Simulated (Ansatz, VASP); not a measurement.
## Cl in VASP and in Ansatz

INCAR

```
SYSTEM = Cl
ALGO = Normal ; EDIFF = 1E-8
ENCUT = 520 ; GGA = PE
ISIF = 2 ; ISMEAR = -1
LASPH = .TRUE. ; LCHARG = .FALSE.
LEFG = .TRUE. ; LREAL = .FALSE.
LWAVE = .FALSE. ; NBANDS = 22
NELM = 80 ; PREC = Accurate
SIGMA = 0.02
```

File KPOINTS:

```
k-points
0
G
  8 8 4
  0 0 0
```

File POSCAR:

```
Cl
1.0
    3.1200000000     -2.2400000000      0.0000000000
    3.1200000000      2.2400000000      0.0000000000
    0.0000000000      0.0000000000      8.2600000000
Cl
4
Direct
    0.1300000000      0.8700000000      0.1000000000
    0.6300000000      0.3700000000      0.4000000000
    0.8700000000      0.1300000000      0.9000000000
    0.3700000000      0.6300000000      0.6000000000
```

Input for Ansatz:

```yaml
crystal:
  lattice:
    - [3.12, -2.24, 0.0]
    - [3.12, 2.24, 0.0]
    - [0.0, 0.0, 8.26]
  atoms:
    - { symbol: Cl, position: [0.13, 0.87, 0.1] }
    - { symbol: Cl, position: [0.63, 0.37, 0.4] }
    - { symbol: Cl, position: [0.87, 0.13, 0.9] }
    - { symbol: Cl, position: [0.37, 0.63, 0.6] }
kpoints:
  mp_grid: { grid: [8, 8, 4] }
  band_path:
    path:
      - [0.0, 0.0, 0.0]
      - [0.5, 0.5, 0.0]
      - [0.3788625904, 0.6211374096, 0.0]
      - [-0.3788625904, 0.3788625904, 0.0]
      - [0.0, 0.0, 0.0]
      - [0.0, 0.0, 0.5]
      - [-0.3788625904, 0.3788625904, 0.5]
      - [0.3788625904, 0.6211374096, 0.5]
      - [0.5, 0.5, 0.5]
    npoints: 8
scf:
  occupations: { method: fermi_dirac, width: 0.02 }
hamiltonian:
  xc: pbe
  pseudopotentials: { kind: all_electron, datasets: crystal }
output:
  forces: true
  stress: true
  eigenvalues: true
  efg: { contact_densities: true }
```

Alike in both runs: task electric field gradients; functional PBE; k mesh 8 × 8 × 4; occupations fermi-dirac, width 0.02 eV; no spin polarisation.

```csv
,VASP,Ansatz
version,VASP 6.6.1,Ansatz 0.2.0
potentials or method,"VASP PAW PBE potentials, release 64 (Cl), cutoff 520 eV","all-electron PAW with datasets made for the crystal, scalar-relativistic"
```

```csv
,VASP,Ansatz,Ansatz less VASP
gap on the k mesh at the Fermi level (eV),2.49,2.45,-0.036
pressure (GPa),0.2,0.5,+0.37
"traceless stress, the component that is largest in VASP (GPa)",1.16,0.84,-0.314
rms of the force components (eV/Å),0.146,0.065,-0.0813
size of Vzz on the site where it differs most (V/Å²),538.7,546.9,+8.18
```

Atom by atom the forces differ by 0.103 eV/Å (rms over components). Ansatz ran all-electron here, and VASP with PAW potentials.
